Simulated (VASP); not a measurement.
A run of VASP 6.6.1:

INCAR

```
SYSTEM = SiC
ALGO = Normal ; EDIFF = 1E-6
ENCUT = 520 ; GGA = PE
ISIF = 2 ; ISMEAR = -1
LASPH = .TRUE. ; LCHARG = .TRUE.
LELF = .TRUE. ; LREAL = .FALSE.
LVHAR = .TRUE. ; LWAVE = .FALSE.
NBANDS = 11 ; NELM = 100
PREC = Accurate ; SIGMA = 0.1
```

File KPOINTS:

```
k-points
0
G
  7 7 7
  0 0 0
```

POSCAR

```
SiC
1.0
    0.0000000000      2.1862392558      2.1862392558
    2.1862392558      0.0000000000      2.1862392558
    2.1862392558      2.1862392558      0.0000000000
Si C
1 1
Direct
    0.0000000000      0.0000000000      0.0000000000
    0.2500000000      0.2500000000      0.2500000000
```

Potentials or basis: VASP PAW PBE potentials, release 64 (Si, C).

The run is started by

```console
$ cat potpaw_PBE.64/Si/POTCAR potpaw_PBE.64/C/POTCAR > POTCAR
$ mpirun -np 1 vasp_std > vasp.out
```

Hardware: 1 thread of Intel Xeon 6975P-C, with other jobs on the host.

Task: How long does it take, and how much memory?

Result: Run time: 13 s on 1 thread of Intel Xeon 6975P-C (shared host), peak memory 0.1 GiB. Counts: scf iterations 12, k points 20.
